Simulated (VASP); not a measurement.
# Pt3PbC (Pm-3m) in VASP: notebook, part 2 of 2

VASP 6.6.1. The steps go on from the part before.

## (5) Single point, PBE

This run uses another cell than the first one, of 17.10 Å³/atom, 1.095 times its volume.

Contents of INCAR:

```
SYSTEM = Pt3PbC
ALGO = Normal ; EDIFF = 1E-6
ENCUT = 520 ; GGA = PE
ISIF = 2 ; ISMEAR = -1
LASPH = .True. ; LCHARG = .False.
LREAL = .False. ; LWAVE = .False.
NBANDS = 32 ; NELM = 80
PREC = Accurate ; SIGMA = 0.1
```

Contents of KPOINTS:

```
k-points
0
Gamma
  5 5 5
  0 0 0
```

Contents of POSCAR:

```
Pt3PbC
1.0
    4.4052606537      0.0000000000      0.0000000000
    0.0000000000      4.4052606537      0.0000000000
    0.0000000000      0.0000000000      4.4052606537
Pt Pb C
3 1 1
Direct
    0.0000000000      0.5000000000      0.5000000000
    0.5000000000      0.5000000000      0.0000000000
    0.5000000000      0.0000000000      0.5000000000
    0.0000000000      0.0000000000      0.0000000000
    0.5000000000      0.5000000000      0.5000000000
```

Potentials or basis: VASP PAW PBE potentials, release 64 (Pt, Pb_d, C).

Command:

```
$ cat potpaw_PBE.64/Pt/POTCAR potpaw_PBE.64/Pb_d/POTCAR potpaw_PBE.64/C/POTCAR > POTCAR
$ mpirun -np 1 vasp_std > vasp.out
```

OUTCAR:

```text
SYSTEM = Pt3PbC
   EDIFF = 1E-6
   ENCUT = 520
   GGA = PE
   ISIF = 2
   ISMEAR = -1
   LASPH = .True.
   LREAL = .False.
   NELM = 80
   PREC = Accurate

 ion  position               nearest neighbor table
   1  0.000  0.500  0.500-   5 2.20   5 2.20   4 3.11   2 3.11   2 3.11   4 3.11   3 3.11   4 3.11
                             4 3.11   2 3.11   3 3.11   3 3.11   2 3.11   3 3.11
   2  0.500  0.500  0.000-   5 2.20   5 2.20   4 3.11   1 3.11   1 3.11   3 3.11   3 3.11   3 3.11
                             4 3.11   3 3.11   1 3.11   4 3.11   1 3.11   4 3.11
   3  0.500  0.000  0.500-   5 2.20   5 2.20   4 3.11   1 3.11   2 3.11   4 3.11   1 3.11   2 3.11
                             2 3.11   2 3.11   1 3.11   4 3.11   4 3.11   1 3.11
   4  0.000  0.000  0.000-   1 3.11   2 3.11   3 3.11   1 3.11   3 3.11   1 3.11   2 3.11   1 3.11
                             2 3.11   3 3.11   3 3.11   2 3.11
   5  0.500  0.500  0.500-   1 2.20   2 2.20   3 2.20   2 2.20   3 2.20   1 2.20

  LATTYP: Found a simple cubic cell.
 ALAT       =     4.4052606537

  Lattice vectors:

 A1 = (   4.4052606537,   0.0000000000,   0.0000000000)
 A2 = (   0.0000000000,   4.4052606537,   0.0000000000)
 A3 = (   0.0000000000,   0.0000000000,   4.4052606537)

Analysis of symmetry for initial positions (statically):
=====================================================================
 Subroutine PRICEL returns:
 Original cell was already a primitive cell.

 Routine SETGRP: Setting up the symmetry group for a
 simple cubic supercell.

 Subroutine GETGRP returns: Found 48 space group operations
 (whereof 48 operations were pure point group operations)
 out of a pool of 48 trial point group operations.

The static configuration has the point symmetry O_h .

Analysis of symmetry for dynamics (positions and initial velocities):
=====================================================================
 Subroutine PRICEL returns:
 Original cell was already a primitive cell.

 Routine SETGRP: Setting up the symmetry group for a
 simple cubic supercell.

 Subroutine GETGRP returns: Found 48 space group operations
 (whereof 48 operations were pure point group operations)
 out of a pool of 48 trial point group operations.

The dynamic configuration has the point symmetry O_h .

 Subroutine INISYM returns: Found 48 space group operations
 (whereof 48 operations are pure point group operations),
 and found     1 'primitive' translations

----------------------------------------------------------------------------------------

                                     Primitive cell

  volume of cell :      85.4899

  direct lattice vectors                    reciprocal lattice vectors
     4.405260654  0.000000000  0.000000000     0.227001324  0.000000000  0.000000000
     0.000000000  4.405260654  0.000000000     0.000000000  0.227001324  0.000000000
     0.000000000  0.000000000  4.405260654     0.000000000  0.000000000  0.227001324

  length of vectors
     4.405260654  4.405260654  4.405260654     0.227001324  0.227001324  0.227001324

  position of ions in fractional coordinates (direct lattice)
     0.000000000  0.500000000  0.500000000
     0.500000000  0.500000000  0.000000000
     0.500000000  0.000000000  0.500000000
[... 38 lines left out ...]
            Coordinates               Weight
  0.000000  0.000000  0.000000      1.000000
  0.200000  0.000000  0.000000      6.000000
  0.400000  0.000000  0.000000      6.000000
  0.200000  0.200000  0.000000     12.000000
  0.400000  0.200000  0.000000     24.000000
  0.400000  0.400000  0.000000     12.000000
  0.200000  0.200000  0.200000      8.000000
  0.400000  0.200000  0.200000     24.000000
  0.400000  0.400000  0.200000     24.000000
  0.400000  0.400000  0.400000      8.000000
   k-points           NKPTS =     10   k-points in BZ     NKDIM =     10   number of bands    NBANDS=     32
   number of dos      NEDOS =    301   number of ions     NIONS =      5
   total plane-waves  NPLWV =  46656
   dimension x,y,z NGX =    36 NGY =   36 NGZ =   36
   dimension x,y,z NGXF=    72 NGYF=   72 NGZF=   72
   ions per type =               3   1   1
   NGX,Y,Z   is equivalent  to a cutoff of  13.59, 13.59, 13.59 a.u.
   NGXF,Y,Z  is equivalent  to a cutoff of  27.17, 27.17, 27.17 a.u.
 SYSTEM =  Pt3PbC
   PREC   = accura    normal or accurate (medium, high low for compatibility)
   ISTART =      0    job   : 0-new  1-cont  2-samecut
   ICHARG =      2    charge: 1-file 2-atom 10-const
   ISPIN  =      1    spin polarized calculation?
   LNONCOLLINEAR =      F non collinear calculations
   LSORBIT =      F    spin-orbit coupling
   LASPH  =      T    aspherical Exc in radial PAW
   ENCUT  =  520.0 eV  38.22 Ry    6.18 a.u.   8.19  8.19  8.19*2*pi/ulx,y,z
   NELM   =     80;   NELMIN=  2; NELMDL= -5     # of ELM steps
   EDIFF  = 0.1E-05   stopping-criterion for ELM
   LREAL  =      F    real-space projection
   EDIFFG = 0.1E-04   stopping-criterion for IOM
   NSW    =      0    number of steps for IOM
   IBRION =     -1    ionic relax: 0-MD 1-quasi-New 2-CG
   NFREE  =      0    steps in history (QN), initial steepest desc. (CG)
   ISIF   =      2    stress and relaxation
   ISYM   =      2    0-nonsym 1-usesym 2-fastsym
   POTIM  = 0.5000    time-step for ionic-motion
   TEBEG  =    0.0;   TEEND  =   0.0 temperature during run
   PSTRESS=    0.0 pullay stress
   NELECT =      48.0000    total number of electrons
   NUPDOWN=      -1.0000    fix difference up-down
   EMIN   =  10.00;   EMAX   =-10.00  energy-range for DOS
   EFERMI =   0.00;   METHOD = LEGACY
   ISMEAR =    -1;   SIGMA  =   0.10  broadening in eV -4-tet -1-fermi 0-gaus
   EFERMI_NEDOS =   21; number of points for ismear=-14 and -15
   IALGO  =     38    algorithm
   IMIX   =      4    mixing-type and parameters
     AMIX     =   0.40;   BMIX     =  1.00
     AMIX_MAG =   1.60;   BMIX_MAG =  1.00
  volume/ion in A,a.u.               =      17.10       115.38
  Fermi-wavevector in a.u.,A,eV,Ry     =   1.350570  2.552206 24.817547  1.824038
  Thomas-Fermi vector in A             =   2.478063
   LORBIT       =      0    0 simple, 1 ext, 2 COOP (PROOUT), +10 PAW based schemes
   GGA     = PE    functional components
   LHFCALC =     F    Hartree Fock is set to
   AEXX    =    0.0000 exact exchange contribution
   IVDW    =     0    specifies the selected vdW correction
   LEPSILON=     F    determine dielectric tensor
   LRPA    =     F    only Hartree local field effects (RPA)
 non-spin polarized calculation
  energy-cutoff  :      520.00
  volume of cell :       85.49
 maximum number of plane-waves:      2325
 NGX is ok and might be reduce to    36
   NGX = 17   NGY = 17   NGZ = 17

 number of electron      47.9999988 magnetization

 Free energy of the ion-electron system (eV)
  ---------------------------------------------------
  ext. energy  EPLUGINS =         0.00000000
  ---------------------------------------------------
  free energy    TOTEN  =       -29.12724621 eV

  energy without entropy =      -29.00538019  energy(sigma->0) =      -29.06631320

 E-fermi :   8.5767     XC(G=0): -12.0467

 val. band max:        8.5250119895   @ k =   0.0000   0.0000   0.0000
 cond. band min:       8.5954353242   @ k =   0.4000   0.0000   0.0000
 fundamental gap:      0.0704233348
 Fermi energy:         8.5766769866

 k-point     1 :       0.0000    0.0000    0.0000
  band No.  band energies     occupation
      1      -7.7177      2.00000
      2      -7.7177      2.00000
      3      -7.7029      2.00000
      4      -7.7029      2.00000
      5      -7.7029      2.00000
      6      -4.6882      2.00000
[... 339 lines left out ...]
     31      15.8678      0.00000
     32      17.8026      0.00000

------------------------ aborting loop because EDIFF is reached ----------------------------------------

  FORCE on cell =-STRESS in cart. coord.  units (eV):
  Direction    XX          YY          ZZ          XY          YZ          ZX
  --------------------------------------------------------------------------------------
  -------------------------------------------------------------------------------------
  Total       -3.5439532     -3.5439532     -3.5439532     -0.0000000     -0.0000000     -0.0000000
  in kB      -66.4176850    -66.4176850    -66.4176850     -0.0000000     -0.0000000     -0.0000000
  external PRESSURE =     -66.4176850 kB  Pullay stress =       0.0000000 kB

 VOLUME and BASIS-vectors are now :
 -----------------------------------------------------------------------------
  energy-cutoff  :      520.00
  volume of cell :       85.49
      direct lattice vectors                 reciprocal lattice vectors
     4.405260654  0.000000000  0.000000000     0.227001324  0.000000000  0.000000000
     0.000000000  4.405260654  0.000000000     0.000000000  0.227001324  0.000000000
     0.000000000  0.000000000  4.405260654     0.000000000  0.000000000  0.227001324

 POSITION                                       TOTAL-FORCE (eV/Angst)
 -----------------------------------------------------------------------------------
      0.00000      2.20263      2.20263         0.000000      0.000000      0.000000
      2.20263      2.20263      0.00000         0.000000      0.000000      0.000000
      2.20263      0.00000      2.20263         0.000000      0.000000      0.000000
      0.00000      0.00000      0.00000         0.000000      0.000000      0.000000
      2.20263      2.20263      2.20263         0.000000      0.000000      0.000000
 -----------------------------------------------------------------------------------
    total drift:                                0.000000      0.000000      0.000000

  FREE ENERGIE OF THE ION-ELECTRON SYSTEM (eV)
  ---------------------------------------------------
  free  energy   TOTEN  =       -29.1272462106 eV

  energy  without entropy=      -29.0053801880  energy(sigma->0) =      -29.06631320
```

OSZICAR:

```text
N       E                     dE             d eps       ncg     rms          rms(c)
DAV:   1     0.426669248135E+03    0.42667E+03   -0.22508E+04   640   0.161E+03
DAV:   2     0.665538232224E+01   -0.42001E+03   -0.39267E+03   696   0.417E+02
DAV:   3    -0.294758679744E+02   -0.36131E+02   -0.33592E+02   832   0.120E+02
DAV:   4    -0.308145920912E+02   -0.13387E+01   -0.13313E+01   688   0.226E+01
DAV:   5    -0.308667596973E+02   -0.52168E-01   -0.52147E-01   896   0.478E+00    0.190E+01
DAV:   6    -0.293553443595E+02    0.15114E+01   -0.58283E+00   776   0.157E+01    0.919E+00
DAV:   7    -0.291577105000E+02    0.19763E+00   -0.73803E-01   696   0.617E+00    0.619E+00
DAV:   8    -0.291367914563E+02    0.20919E-01   -0.16790E-01   768   0.245E+00    0.650E-01
DAV:   9    -0.291271353614E+02    0.96561E-02   -0.20728E-02   816   0.106E+00    0.203E-01
DAV:  10    -0.291272609861E+02   -0.12562E-03   -0.40743E-03   712   0.406E-01    0.874E-02
DAV:  11    -0.291272500929E+02    0.10893E-04   -0.21664E-04   832   0.131E-01    0.249E-02
DAV:  12    -0.291272452779E+02    0.48150E-05   -0.24048E-05   904   0.529E-02    0.135E-02
DAV:  13    -0.291272462106E+02   -0.93267E-06   -0.15220E-06   480   0.135E-02
   1 F= -.29127246E+02 E0= -.29066313E+02  d E =-.121866E+00
```

Wall time 20 s (1 thread of Intel Xeon Platinum 8375C at 2.90GHz (Ice Lake), shared host); peak memory 0.21 GiB.

What came out:

```yaml
Free_energy: -29.1272 eV
Pressure: -6.6 GPa
Band_gap_on_the_k_mesh: zero (band 24 reaches 8.65 eV, above the bottom of band 25 at 8.22 eV)
```

Caveat: spin-orbit coupling is left out, which moves the levels of the heavy elements.

## (6) Single point, PBE

This run uses another cell than the first one, of 17.59 Å³/atom, 1.126 times its volume.

Contents of INCAR:

```
SYSTEM = Pt3PbC
ALGO = Normal
EDIFF = 1E-7
ENCUT = 520
GGA = PE
ISIF = 2
ISMEAR = -1
LASPH = .True.
LCHARG = .False.
LREAL = .False.
LWAVE = .False.
NBANDS = 32
NELM = 60
PREC = Accurate
SIGMA = 0.1
```

KPOINTS is that of step 5.

Edit POSCAR of step 5 so:

```diff
@@ -2,5 +2,5 @@
 1.0
-    4.4052606537      0.0000000000      0.0000000000
-    0.0000000000      4.4052606537      0.0000000000
-    0.0000000000      0.0000000000      4.4052606537
+    4.4472180422      0.0000000000      0.0000000000
+    0.0000000000      4.4472180422      0.0000000000
+    0.0000000000      0.0000000000      4.4472180422
 Pt Pb C
```

Potentials or basis: VASP PAW PBE potentials, release 64 (Pt, Pb_d, C).

Command:

```
$ cat potpaw_PBE.64/Pt/POTCAR potpaw_PBE.64/Pb_d/POTCAR potpaw_PBE.64/C/POTCAR > POTCAR
$ mpirun -np 1 vasp_std > vasp.out
```

Wall time 24 s (1 thread of Intel Xeon Platinum 8375C at 2.90GHz (Ice Lake), shared host); peak memory 0.21 GiB.

It converged, with:

```
Free energy            : -28.9992 eV
Pressure               : -10.1 GPa
Band gap on the k mesh : zero (band 24 reaches 8.22 eV, above the bottom of band 25 at 7.81 eV)
```

Levels at points of the mesh, in eV from the Fermi level:
| k point | band 20 | band 21 | band 22 | band 23 | band 24 | band 25 | band 26 | band 27 | band 28 | band 29 |
| --- | --- | --- | --- | --- | --- | --- | --- | --- | --- | --- |
| (0.00, 0.00, 0.00) | -1.83 | -0.57 | -0.57 | -0.57 | -0.52 | -0.16 | 1.42 | 1.42 | 1.42 | 3.57 |

Caveat: spin-orbit coupling is left out, which moves the levels of the heavy elements.

## (7) The runs side by side

| cell | gap on the mesh (eV) | pressure (GPa) |
| --- | --- | --- |
| a = 4.274 Å, 5 atoms | none | 8.6 |
| a = 4.319 Å, 5 atoms | none | 2.6 |
| a = 4.362 Å, 5 atoms | none | -2.5 |
| a = 4.405 Å, 5 atoms | none | -6.6 |
| a = 4.447 Å, 5 atoms | none | -10.1 |

Alike in all rows: task single point; level PBE; potentials or basis VASP PAW PBE potentials, release 64 (Pt, Pb_d, C); no spin polarisation; k mesh 5 × 5 × 5; cutoff (eV) 520; smearing fermi-dirac 0.1 eV.

Caveats: spin-orbit coupling is left out, which moves the levels of the heavy elements.

Absolute energies hang on the potentials; compare differences alone.
